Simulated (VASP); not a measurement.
Sn4O9 (a cell with a defect): single point with PBE

The system is Sn4O9 (a cell with a defect).

```xyz
13
Lattice="-4.8265 0.0000 3.2382 4.8265 0.0000 3.2382 0.0000 4.8284 -3.2382" Properties=species:S:1:pos:R:3 pbc="T T T"
Sn    2.4243    2.4026    1.6416
Sn   -2.4236    2.4233    1.5963
Sn   -0.0477   -0.0486   -0.0004
Sn   -0.0042   -0.0065    3.2378
O     1.9922    0.9192    0.1555
O     1.4733    1.4728    3.2379
O    -0.9243    0.8867    4.8775
O    -0.9350    0.9302    1.5984
O     0.9328    3.8926    1.6398
O     0.8895    3.9036   -1.6409
O    -1.5250    3.3014    3.2378
O    -1.4814    3.3438   -0.0002
O     0.9162    1.9920   -0.1565
```

```json
{"Program": "VASP 6.6.1", "Task": "single point", "Functional": "PBE", "Potentials or basis": "VASP PAW PBE potentials, release 64 (Sn_d, O_h)", "Cutoff": "1000 eV", "k mesh": "3 × 3 × 3", "Occupations": "gaussian, width 0.02 eV", "Spin": "no spin polarisation", "Dipole correction": "no", "Further INCAR settings": "ALGO = Normal; EDIFF = 1e-06; NBANDS = 67"}
```

```yaml
Pressure: 7.3 GPa
Largest_force: 0.600 eV/Å
Band_gap_on_the_k_mesh: 0.34 eV
```

Forces on the atoms (eV/Å):
```
Sn   0.067  0.012  0.056
Sn   0.010  0.066 -0.053
Sn   0.002  0.002  0.000
Sn   0.018  0.019  0.000
O   -0.030  0.000  0.598
O   -0.008 -0.008  0.000
O   -0.014 -0.092 -0.020
O   -0.063  0.091  0.020
O    0.090 -0.064 -0.021
O   -0.091 -0.013  0.020
O   -0.003 -0.004  0.000
O    0.021  0.021  0.000
O    0.002 -0.031 -0.599
```

Stress tensor (GPa, compression positive):
```
 6.98  2.44  1.99
 2.44  6.95 -1.98
 1.99 -1.98  8.09
```

Levels at points of the mesh, in eV from the valence-band top:
```tsv
k point	band 52	band 53	band 54	band 55	band 56	band 57	band 58	band 59
(0.00, 0.00, 0.00)	-1.09	-1.09	-0.75	-0.61	0.34	3.78	3.82	4.01
```

Wall time 8 min on 1 thread of Intel(R) Xeon(R) Platinum 8488C (Sapphire Rapids), with other jobs on the host, peak memory 0.62 GiB.

Caveat: the k points lie up to 0.45 Å⁻¹ apart; spin-orbit coupling is left out, which moves the levels of the heavy elements.
